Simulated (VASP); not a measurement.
# Mg (P6_3/mmc) in VASP: notebook

The runs below take Mg through single point, relaxation of cell and atoms, with PBE.

Program: VASP 6.6.1. These are calculated values, not measurements. Logs are shortened: lines on timing, memory, paths and dates and some standing lists are left out, and cuts for length are marked.

**1. The cell of the first run**

Symmetry: P6_3/mmc, No. 194, hexagonal system. The conventional cell has a = 3.210 Å, b = 3.210 Å, c = 5.138 Å, α = 90.00°, β = 90.00°, γ = 120.00°. Within 4.2 Å of Mg (site symmetry -6m2) lie 12 Mg at 3.17 to 3.21 Å.

**2. Single point, PBE**

The input, INCAR:

```
SYSTEM = Mg
PREC = Accurate ; ENCUT = 520
EDIFF = 1E-6 ; ISMEAR = 0
SIGMA = 0.1 ; LREAL = .False.
LASPH = .True. ; NELM = 60
ALGO = Fast ; ISIF = 2
LWAVE = .False. ; LCHARG = .False.
GGA = PE ; NBANDS = 9
```

The input, KPOINTS:

```
regular mesh
0
Gamma
  15 15 8
  0 0 0
```

The input, POSCAR:

```
Mg
1.0
    3.2100692852      0.0000000000      0.0000000000
   -1.6050346426      2.7800015489      0.0000000000
    0.0000000000      0.0000000000      5.1379129627
Mg
2
Direct
    0.3333333333      0.6666666667      0.2500000000
    0.6666666667      0.3333333333      0.7500000000
```

Potentials or basis: VASP PAW PBE potentials, release 64 (Mg).

Command:

```
$ cat potpaw_PBE.64/Mg/POTCAR > POTCAR
$ mpirun -np 1 vasp_std > vasp.out
```

OUTCAR:

```text
SYSTEM = Mg
   PREC = Accurate
   ENCUT = 520
   EDIFF = 1E-6
   ISMEAR = 0
   LREAL = .False.
   LASPH = .True.
   NELM = 60
   ISIF = 2
   GGA = PE

 ion  position               nearest neighbor table
   1  0.333  0.667  0.250-   2 3.17   2 3.17   2 3.17   2 3.17   2 3.17   2 3.17
   2  0.667  0.333  0.750-   1 3.17   1 3.17   1 3.17   1 3.17   1 3.17   1 3.17

  LATTYP: Found a hexagonal cell.
 ALAT       =     3.2100692852
 C/A-ratio  =     1.6005613917

  Lattice vectors:

 A1 = (   3.2100692852,   0.0000000000,   0.0000000000)
 A2 = (  -1.6050346426,   2.7800015489,   0.0000000000)
 A3 = (   0.0000000000,   0.0000000000,   5.1379129627)

Analysis of symmetry for initial positions (statically):
=====================================================================
 Subroutine PRICEL returns:
 Original cell was already a primitive cell.

 Routine SETGRP: Setting up the symmetry group for a
 hexagonal supercell.

 Subroutine GETGRP returns: Found 24 space group operations
 (whereof 12 operations were pure point group operations)
 out of a pool of 24 trial point group operations.

The static configuration has the point symmetry D_3d.
 The point group associated with its full space group is D_6h.

Analysis of symmetry for dynamics (positions and initial velocities):
=====================================================================
 Subroutine PRICEL returns:
 Original cell was already a primitive cell.

 Routine SETGRP: Setting up the symmetry group for a
 hexagonal supercell.

 Subroutine GETGRP returns: Found 24 space group operations
 (whereof 12 operations were pure point group operations)
 out of a pool of 24 trial point group operations.

The dynamic configuration has the point symmetry D_3d.
 The point group associated with its full space group is D_6h.

 Subroutine INISYM returns: Found 24 space group operations
 (whereof 12 operations are pure point group operations),
 and found     1 'primitive' translations

----------------------------------------------------------------------------------------

                                     Primitive cell

  volume of cell :      45.8507

  direct lattice vectors                    reciprocal lattice vectors
     3.210069285  0.000000000  0.000000000     0.311519756  0.179856015  0.000000000
    -1.605034643  2.780001549  0.000000000     0.000000000  0.359712030  0.000000000
     0.000000000  0.000000000  5.137912963     0.000000000  0.000000000  0.194631557

  length of vectors
     3.210069285  3.210069285  5.137912963     0.359712030  0.359712030  0.194631557

  position of ions in fractional coordinates (direct lattice)
     0.333333333  0.666666667  0.250000000
     0.666666667  0.333333333  0.750000000

  ion indices of the primitive-cell ions
   primitive index   ion index
                 1           1
                 2           2

----------------------------------------------------------------------------------------

 KPOINTS: regular mesh

Automatic generation of k-mesh.
 Grid dimensions read from file:
 generate k-points for:   15   15    8

 Generating k-lattice:

  Cartesian coordinates                     Fractional coordinates (reciprocal lattice)
     0.020767984  0.011990401  0.000000000     0.066666667 -0.000000000  0.000000000
     0.000000000  0.023980802  0.000000000     0.000000000  0.066666667  0.000000000
     0.000000000  0.000000000  0.024328945     0.000000000  0.000000000  0.125000000

  Length of vectors
     0.023980802  0.023980802  0.024328945

  Shift w.r.t. Gamma in fractional coordinates (k-lattice)
     0.000000000  0.000000000  0.000000000

 Subroutine IBZKPT returns following result:
 ===========================================

 Found    135 irreducible k-points:

 Following reciprocal coordinates:
            Coordinates               Weight
  0.000000  0.000000  0.000000      1.000000
  0.066667 -0.000000  0.000000      6.000000
  0.133333 -0.000000  0.000000      6.000000
  0.200000 -0.000000  0.000000      6.000000
  0.266667 -0.000000  0.000000      6.000000
  0.333333 -0.000000  0.000000      6.000000
[... 16 lines left out ...]
  0.333333  0.200000  0.000000     12.000000
  0.400000  0.200000  0.000000      6.000000
 [... further k-points ...]
   k-points           NKPTS =    135   k-points in BZ     NKDIM =    135   number of bands    NBANDS=      9
   number of dos      NEDOS =    301   number of ions     NIONS =      2
   total plane-waves  NPLWV =  23040
   dimension x,y,z NGX =    24 NGY =   24 NGZ =   40
   dimension x,y,z NGXF=    48 NGYF=   48 NGZF=   80
   ions per type =               2
   NGX,Y,Z   is equivalent  to a cutoff of  12.43, 12.43, 12.94 a.u.
   NGXF,Y,Z  is equivalent  to a cutoff of  24.86, 24.86, 25.89 a.u.
 SYSTEM =  Mg
   PREC   = accura    normal or accurate (medium, high low for compatibility)
   ISTART =      0    job   : 0-new  1-cont  2-samecut
   ICHARG =      2    charge: 1-file 2-atom 10-const
   ISPIN  =      1    spin polarized calculation?
   LNONCOLLINEAR =      F non collinear calculations
   LSORBIT =      F    spin-orbit coupling
   LASPH  =      T    aspherical Exc in radial PAW
   ENCUT  =  520.0 eV  38.22 Ry    6.18 a.u.   5.97  5.97  9.55*2*pi/ulx,y,z
   NELM   =     60;   NELMIN=  2; NELMDL= -5     # of ELM steps
   EDIFF  = 0.1E-05   stopping-criterion for ELM
   LREAL  =      F    real-space projection
   EDIFFG = 0.1E-04   stopping-criterion for IOM
   NSW    =      0    number of steps for IOM
   IBRION =     -1    ionic relax: 0-MD 1-quasi-New 2-CG
   NFREE  =      0    steps in history (QN), initial steepest desc. (CG)
   ISIF   =      2    stress and relaxation
   ISYM   =      2    0-nonsym 1-usesym 2-fastsym
   POTIM  = 0.5000    time-step for ionic-motion
   TEBEG  =    0.0;   TEEND  =   0.0 temperature during run
   PSTRESS=    0.0 pullay stress
   NELECT =       4.0000    total number of electrons
   NUPDOWN=      -1.0000    fix difference up-down
   EMIN   =  10.00;   EMAX   =-10.00  energy-range for DOS
   EFERMI =   0.00;   METHOD = LEGACY
   ISMEAR =     0;   SIGMA  =   0.10  broadening in eV -4-tet -1-fermi 0-gaus
   EFERMI_NEDOS =   21; number of points for ismear=-14 and -15
   IALGO  =     68    algorithm
   IMIX   =      4    mixing-type and parameters
     AMIX     =   0.40;   BMIX     =  1.00
     AMIX_MAG =   1.60;   BMIX_MAG =  1.00
  volume/ion in A,a.u.               =      22.93       154.71
  Fermi-wavevector in a.u.,A,eV,Ry     =   0.726072  1.372076  7.172718  0.527180
  Thomas-Fermi vector in A             =   1.816953
   LORBIT       =      0    0 simple, 1 ext, 2 COOP (PROOUT), +10 PAW based schemes
   GGA     = PE    functional components
   LHFCALC =     F    Hartree Fock is set to
   AEXX    =    0.0000 exact exchange contribution
   IVDW    =     0    specifies the selected vdW correction
   LEPSILON=     F    determine dielectric tensor
   LRPA    =     F    only Hartree local field effects (RPA)
 non-spin polarized calculation
 RMM-DIIS sequential band-by-band and
 Gauss-broadening in eV      SIGMA  =   0.10
  energy-cutoff  :      520.00
  volume of cell :       45.85
 maximum number of plane-waves:      1254
 NGX is ok and might be reduce to    24
   NGX = 11   NGY = 11   NGZ = 19

 number of electron       4.0000000 magnetization

 Free energy of the ion-electron system (eV)
  ---------------------------------------------------
  ext. energy  EPLUGINS =         0.00000000
  ---------------------------------------------------
  free energy    TOTEN  =        -3.01499939 eV

  energy without entropy =       -3.01013318  energy(sigma->0) =       -3.01256629

 E-fermi :   2.6382     XC(G=0):  -8.4952

 val. band max:        2.6227750907   @ k =   0.3333   0.1333   0.1250
 cond. band min:       2.6529922965   @ k =   0.3333   0.1333   0.0000
 fundamental gap:      0.0302172059
 Fermi energy:         2.6382236206

 k-point     1 :       0.0000    0.0000    0.0000
  band No.  band energies     occupation
      1      -4.2970      2.00000
      2       1.0292      2.00000
      3       1.5319      2.00000
      4      13.4374      0.00000
      5      13.4374      0.00000
      6      13.5196      0.00000
      7      13.5196      0.00000
      8      14.5388      0.00000
      9      15.9234      0.00000

 k-point     2 :       0.0667   -0.0000    0.0000
  band No.  band energies     occupation
      1      -4.2102      2.00000
      2       1.1083      2.00000
      3       1.6161      2.00000
      4      11.6842      0.00000
      5      12.4592      0.00000
      6      13.2840      0.00000
      7      14.6246      0.00000
      8      15.3694      0.00000
      9      16.3770      0.00000

 k-point     3 :       0.1333   -0.0000    0.0000
  band No.  band energies     occupation
      1      -3.9504      2.00000
      2       1.3458      2.00000
      3       1.8667      2.00000
      4       9.6560      0.00000
      5      11.5843      0.00000
      6      12.3560      0.00000
      7      14.4258      0.00000
      8      15.1199      0.00000
      9      15.7568      0.00000

 k-point     4 :       0.2000   -0.0000    0.0000
  band No.  band energies     occupation
      1      -3.5190      2.00000
      2       1.7419      2.00000
      3       2.2759      2.00000
      4       7.7167      0.00000
      5      10.8557      0.00000
      6      11.3738      0.00000
      7      12.4947      0.00000
      8      13.7768      0.00000
      9      15.4564      0.00000

 k-point     5 :       0.2667   -0.0000    0.0000
  band No.  band energies     occupation
      1      -2.9182      2.00000
      2       2.2969      2.00000
      3       2.8177      0.01114
      4       5.9307      0.00000
      5      10.2739      0.00000
      6      10.3386      0.00000
      7      10.6798      0.00000
      8      12.5532      0.00000
      9      14.8077      0.00000

 k-point     6 :       0.3333   -0.0000    0.0000
  band No.  band energies     occupation
      1      -2.1513      2.00000
      2       3.0110      0.00000
      3       3.2802      0.00000
      4       4.5157      0.00000
      5       9.0096      0.00000
      6       9.1967      0.00000
      7       9.8383      0.00000
      8      11.6628      0.00000
      9      14.3144      0.00000
[... 169 lines left out ...]
 k-point    21 :       0.2000    0.2000    0.0000
  band No.  band energies     occupation
      1      -1.9818      2.00000
      2       3.1698      0.00000
      3       3.5624      0.00000
      4       5.3695      0.00000
      5       5.9414      0.00000
      6      10.0630      0.00000
      7      10.7322      0.00000
      8      10.9334      0.00000
      9      11.8258      0.00000

 k-point    22 :       0.2667    0.2000    0.0000
  band No.  band energies     occupation
      1      -1.1387      2.00000
      2       3.5336      0.00000
      3       3.9632      0.00000
      4       4.4900      0.00000
      5       5.6300      0.00000
      6       8.7211      0.00000
      7       9.7487      0.00000
      8      10.0758      0.00000
      9      11.2007      0.00000

 k-point    23 :       0.3333    0.2000    0.0000
  band No.  band energies     occupation
      1      -0.1379      2.00000
      2       2.2897      2.00000
      3       4.5086      0.00000
      4       4.9113      0.00000
      5       6.0236      0.00000
      6       7.3262      0.00000
      7       8.5333      0.00000
      8       9.7969      0.00000
      9      10.9216      0.00000

 k-point    24 :       0.4000    0.2000    0.0000
  band No.  band energies     occupation
      1       1.0089      2.00000
      2       1.0152      2.00000
      3       4.5034      0.00000
      4       5.8475      0.00000
      5       6.2356      0.00000
      6       6.5085      0.00000
      7       7.8247      0.00000
      8       9.7090      0.00000
      9      10.8346      0.00000

 [... further k-points ...]

------------------------ aborting loop because EDIFF is reached ----------------------------------------

  FORCE on cell =-STRESS in cart. coord.  units (eV):
  Direction    XX          YY          ZZ          XY          YZ          ZX
  --------------------------------------------------------------------------------------
  -------------------------------------------------------------------------------------
  Total       -0.0322623     -0.0322623     -0.0258989     -0.0000000     -0.0000000      0.0000000
  in kB       -1.1273517     -1.1273517     -0.9049954     -0.0000000     -0.0000000      0.0000000
  external PRESSURE =      -1.0532329 kB  Pullay stress =       0.0000000 kB

 VOLUME and BASIS-vectors are now :
 -----------------------------------------------------------------------------
  energy-cutoff  :      520.00
  volume of cell :       45.85
      direct lattice vectors                 reciprocal lattice vectors
     3.210069285  0.000000000  0.000000000     0.311519756  0.179856015  0.000000000
    -1.605034643  2.780001549  0.000000000     0.000000000  0.359712030  0.000000000
     0.000000000  0.000000000  5.137912963     0.000000000  0.000000000  0.194631557

 POSITION                                       TOTAL-FORCE (eV/Angst)
 -----------------------------------------------------------------------------------
     -0.00000      1.85333      1.28448        -0.000000      0.000000      0.000000
      1.60503      0.92667      3.85343         0.000000      0.000000      0.000000
 -----------------------------------------------------------------------------------
    total drift:                                0.000000     -0.000000      0.000000

  FREE ENERGIE OF THE ION-ELECTRON SYSTEM (eV)
  ---------------------------------------------------
  free  energy   TOTEN  =        -3.0149993943 eV

  energy  without entropy=       -3.0101331803  energy(sigma->0) =       -3.01256629
```

Wall time 24 s (1 thread of Intel Xeon Platinum 8259CL at 2.50GHz (Skylake/Cascade Lake), shared host); peak memory 0.18 GiB.

Results:

```
Free energy            : -3.0150 eV
Pressure               : -0.1 GPa
Band gap on the k mesh : zero (bands 2 and 3 overlap by 2.00 eV)
```

**3. Relaxation of cell and atoms, PBE**

This run uses another cell than the first one, of 23.24 Å³/atom.

The input, INCAR:

```
ALGO     = Fast           # electronic algorithm
EDIFF    = 1E-6           # SCF threshold, eV
EDIFFG   = -0.005         # ionic threshold
ENCUT    = 600            # plane-wave cutoff, eV
GGA      = PE             # functional
IBRION   = 2              # ionic algorithm
ISIF     = 3              # what is computed and relaxed
ISMEAR   = 0              # smearing method
LASPH    = T              # aspherical terms in the spheres
LCHARG   = F              # write CHGCAR
LREAL    = F              # projectors in reciprocal space
LWAVE    = F              # write WAVECAR
NELM     = 80             # most SCF steps
NSW      = 100            # ionic steps
PREC     = Accurate       # precision mode
SIGMA    = 0.1            # smearing width, eV
```

The input, KPOINTS:

```
k-points
0
Gamma
  15 15 8
```

The input, POSCAR:

```
Mg
1.0
    3.2092715325      0.0000000000      0.0000000000
   -1.6046357662      2.7793106748      0.0000000000
    0.0000000000      0.0000000000      5.2103300000
Mg
2
Direct
    0.3333333333      0.6666666667      0.2500000000
    0.6666666667      0.3333333333      0.7500000000
```

Potentials or basis: VASP PAW PBE potentials, release 64 (Mg).

Command:

```
$ cat potpaw_PBE.64/Mg/POTCAR > POTCAR
$ mpirun -np 1 vasp_std > vasp.out
```

It took 93 s on 1 thread of Intel Xeon Platinum 8259CL at 2.50GHz (Skylake/Cascade Lake), shared host; peak memory 0.22 GiB.

The run converged. Its results:

* Free energy: -3.0151 eV
* Relaxed volume: 22.85 Å³/atom
* Relaxed cell: a = 3.206 Å, b = 3.206 Å, c = 5.134 Å, α = 90.00°, β = 90.00°, γ = 120.00°
* Space group after relaxing (to 0.1 Å): P6_3/mmc (No. 194)
* Energy gained by relaxing: 1.2 meV/atom
* Ionic steps: 6
* Pressure after relaxing: 0.0 GPa
* Band gap on the k mesh: zero (bands 2 and 3 overlap by 2.01 eV)

Step by step:
```tsv
step	energy change (eV)	largest force (eV/Å)	pressure (GPa)	volume (Å³)
1	0.0000	0.0000	-0.58	46.47
2	-0.0019	0.0000	-0.16	45.91
3	-0.0022	0.0000	0.08	45.61
4	-0.0022	0.0000	0.09	45.59
5	-0.0024	0.0000	0.05	45.65
6	-0.0024	0.0000	0.01	45.70
```

Final structure:
```
Mg
1.0
     3.20600    0.00000    0.00000
    -1.60300    2.77648    0.00000
     0.00000    0.00000    5.13380
Mg
2
Direct
  0.33333 0.66667 0.25000
  0.66667 0.33333 0.75000
```

Levels at points of the mesh, in eV from the Fermi level:
```csv
k point,band 1,band 2,band 3,band 4,band 5,band 6
"(0.00, 0.00, 0.00)",-6.95,-1.62,-1.11,10.82,10.82,10.91
"(0.00, 0.00, 0.50)",-5.53,-5.53,5.26,5.26,11.58,11.58
```
